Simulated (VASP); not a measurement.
Rh: single point with LDA

Crystal: Rh.

```
CELL_PARAMETERS angstrom
2.75742 0.00000 0.00000
-1.37871 2.38800 0.00000
0.00000 0.00000 9.01274
ATOMIC_POSITIONS crystal
Rh 0.00000 0.00000 0.00000
Rh 0.33333 0.66667 0.25000
Rh 0.00000 0.00000 0.50000
Rh 0.66667 0.33333 0.75000
```

```yaml
Program: VASP 6.6.1
Task: single point
Functional: LDA
Potentials_or_basis: VASP PAW LDA potentials, release 64 (Rh_pv)
Cutoff: 520 eV
k_mesh: 10 × 10 × 3
Occupations: fermi-dirac, width 0.1 eV
Spin: no spin polarisation
```

```yaml
Pressure: -25.9 GPa
Band_gap_on_the_k_mesh: zero (band 30 reaches 11.10 eV, above the bottom of band 31 at 9.46 eV)
```

Stress tensor (GPa, compression positive):
```
-25.96   0.00   0.00
  0.00 -25.96   0.00
  0.00   0.00 -25.87
```

Levels at points of the mesh, in eV from the Fermi level:
```tsv
k point	band 25	band 26	band 27	band 28	band 29	band 30	band 31	band 32	band 33	band 34
(0.00, 0.00, 0.00)	-2.46	-2.37	-2.37	-1.28	-1.28	-0.75	-0.75	-0.32	-0.32	0.37
(0.50, 0.00, 0.00)	-1.38	0.48	0.48	0.52	0.57	0.72	0.72	0.76	1.25	2.21
```

Wall time 87 s on 1 thread of Intel Xeon 8259CL, with other jobs on the host, peak memory 0.18 GiB.
